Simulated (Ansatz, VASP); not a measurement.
CaO in VASP and in Ansatz

```
Ca O
1.0
     0.00000    2.39755    2.39755
     2.39755    0.00000    2.39755
     2.39755    2.39755    0.00000
Ca O
1 1
Direct
  0.00000 0.00000 0.00000
  0.50000 0.50000 0.50000
```

Alike in both runs: task single point; functional PBE-based screened hybrid with a share of 0.05 of exact exchange and HFSCREEN = 0.3; k mesh 4 × 4 × 4; no spin polarisation.

|  | VASP | Ansatz |
| --- | --- | --- |
| version | VASP 6.6.1 | Ansatz 0.2.0 |
| potentials or method | VASP PAW PBE potentials, release 64 (Ca_sv, O) | plane waves |
| plane-wave cutoff (eV) | 520 | 420 |
| occupations | gaussian, width 0.01 eV | fixed |
| valence electrons in the cell | 16 | 16 |

VASP gave:

```
gap on the k mesh at the Fermi level (eV) : 3.90
pressure (GPa)                            : 2.7
```

Problem. Estimate Ansatz's values.

Solution. gap on the k mesh at the Fermi level (eV): 3.92; pressure (GPa): 2.1.

VASP's potentials were made for PBE, not for PBE-based screened hybrid. Ansatz's warnings: stress exchange threshold loose, stress scf threshold loose.

The k mesh is coarse, so the values compare programs but aren't converged.
